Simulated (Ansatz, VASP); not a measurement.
Ni: VASP beside Ansatz

Contents of INCAR:

```
  ALGO = Normal
  EDIFF = 1E-6
  ENCUT = 520
  GGA = PE
  ISIF = 2
  ISMEAR = 1
  ISPIN = 2
  LASPH = T
  LCHARG = F
  LMAXMIX = 4
  LORBIT = 11
  LREAL = F
  LWAVE = F
  MAGMOM = 1.5
  NBANDS = 15
  NELM = 150
  PREC = Accurate
  SIGMA = 0.3
```

The input KPOINTS:

```
k-points
0
Gamma
  14 14 14
```

POSCAR

```
Ni
1.0
    0.0000000000      1.7619400000      1.7619400000
    1.7619400000      0.0000000000      1.7619400000
    1.7619400000      1.7619400000      0.0000000000
Ni
1
Direct
    0.0000000000      0.0000000000      0.0000000000
```

Input for Ansatz:

```yaml
crystal:
  lattice:
    - [0.0, 1.76194, 1.76194]
    - [1.76194, 0.0, 1.76194]
    - [1.76194, 1.76194, 0.0]
  atoms:
    - { symbol: Ni, position: [0.0, 0.0, 0.0], spin: 1.5 }
basis:
  ecutwfc: 653.073269903712
  ecutrho_ratio: 6
kpoints:
  mp_grid:
    grid: [14, 14, 14]
hamiltonian:
  xc: pbe
  pseudopotentials:
    kind: paw
magnetization:
  spin_polarized: true
scf:
  self_checks: low
  occupations:
    method: methfessel_paxton
    width: 0.3
  eigensolver:
    kind: auto
```

Alike in both runs: task single point; functional PBE; k mesh 14 × 14 × 14; occupations methfessel-paxton of order 1, width 0.3 eV; collinear spin.

|  | VASP | Ansatz |
| --- | --- | --- |
| version | VASP 6.6.1 | Ansatz 0.2.0 |
| potentials or method | VASP PAW PBE potentials, release 64 (Ni), cutoff 520 eV | plane waves, PAW |
| valence electrons in the cell | 10 | 18 |

```csv
,VASP,Ansatz,Ansatz less VASP
net moment per atom (μB),0.61,0.63,+0.017
size of the moment on the site where the two differ most (μB),0.63,0.67,+0.044
```

Site moments also hang on the region over which each program counts them. VASP's potentials hold 10 valence electrons a cell and Ansatz's 18, so a difference there can come from the potentials and not from the codes. Ansatz's warnings: stability check not made.
